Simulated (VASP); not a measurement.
## Al4Cu: relaxation of cell and atoms with PBE

Crystal: Al4Cu.

```
Al Cu
1.0
    -2.87074    2.87074    2.87074
     2.87074   -2.87074    2.87074
     2.87074    2.87074   -2.87074
Al Cu
4 1
Direct
  0.34960 0.34960 0.34960
  0.65040 0.00000 0.00000
  0.00000 0.00000 0.65040
  0.00000 0.65040 0.00000
  0.00000 0.00000 0.00000
```

The cell was built from a structure type or drawn by symmetry, and may not be a known phase.

```yaml
Program: VASP 6.6.1
Task: relaxation of cell and atoms
Functional: PBE
Potentials_or_basis: VASP PAW PBE potentials, release 64 (Al, Cu)
Cutoff: 600 eV
k_mesh: 4 × 4 × 4
Occupations: gaussian, width 0.1 eV
Spin: no spin polarisation
Dipole_correction: no
Further_INCAR_settings: ALGO = Normal; EDIFF = 1e-06; IBRION = 2; EDIFFG = -0.04; NSW = 90; ISIF = 3
```

```yaml
Relaxed_volume: 18.45 Å³/atom
Relaxed_cell: a = 4.930 Å, b = 4.930 Å, c = 4.930 Å, α = 109.47°, β = 109.47°, γ = 109.47°
Space_group_after_relaxing_to_0.1_Å: Im-3m (No. 229)
Energy_gained_by_relaxing: 2807.0 meV/atom
Ionic_steps: 16
Pressure_after_relaxing: 0.2 GPa
Largest_force_after_relaxing: 0.040 eV/Å
```

Forces in eV/Å, atoms in the order of the input:
```
Al   0.023  0.023  0.023
Al   0.023 -0.023 -0.023
Al  -0.023 -0.023  0.023
Al  -0.023  0.023 -0.023
Cu   0.000  0.000  0.000
```

Step by step:
```csv
step,energy change (eV),largest force (eV/Å),pressure (GPa),volume (Å³)
1,0.0000,14.5459,48.73,94.63
2,-8.1229,0.0325,-7.97,197.39
3,-11.3025,0.8274,-8.09,137.18
4,-11.3608,0.9700,-7.63,134.77
5,-11.4101,1.5156,-5.65,127.64
6,-11.4176,1.4134,-5.98,128.78
7,-12.2953,1.5495,-4.78,115.14
8,-13.2287,1.3734,15.24,80.07
9,-13.3692,1.6951,3.19,91.61
10,-13.4150,1.6198,6.85,87.10
11,-13.8634,0.5690,5.83,86.55
12,-13.9239,0.0076,5.88,86.23
13,-14.0263,0.0574,-0.46,92.69
14,-14.0268,0.0539,0.15,92.10
15,-14.0269,0.0546,0.03,92.22
16,-14.0351,0.0398,0.17,92.24
```

Final structure:
```
CELL_PARAMETERS angstrom
-2.84629 2.84629 2.84629
2.84629 -2.84629 2.84629
2.84629 2.84629 -2.84629
ATOMIC_POSITIONS crystal
Al 0.49892 0.49892 0.49892
Al 0.50108 0.00000 0.00000
Al 0.00000 0.00000 0.50108
Al 0.00000 0.50108 0.00000
Cu 0.00000 0.00000 0.00000
```

Levels at points of the mesh, in eV from the Fermi level:
| k point | band 8 | band 9 | band 10 | band 11 | band 12 | band 13 | band 14 | band 15 |
| --- | --- | --- | --- | --- | --- | --- | --- | --- |
| (0.00, 0.00, 0.00) | -2.34 | -2.34 | -0.88 | -0.88 | -0.88 | -0.40 | -0.40 | -0.40 |
| (0.50, 0.00, 0.00) | -4.15 | -2.77 | -2.19 | -2.19 | 0.29 | 1.48 | 2.07 | 2.29 |
| (0.50, 0.50, 0.50) | -4.81 | -4.81 | -2.98 | -2.98 | 2.43 | 2.43 | 2.43 | 3.97 |

It took 5.3 min on 1 thread of Intel(R) Xeon(R) Platinum 8259CL CPU @ 2.50GHz (Skylake/Cascade Lake), with other jobs on the host, peak memory 0.26 GiB.

Caveat: the k points lie up to 0.39 Å⁻¹ apart in the final cell; the highest band is partly filled, so the run has too few bands.
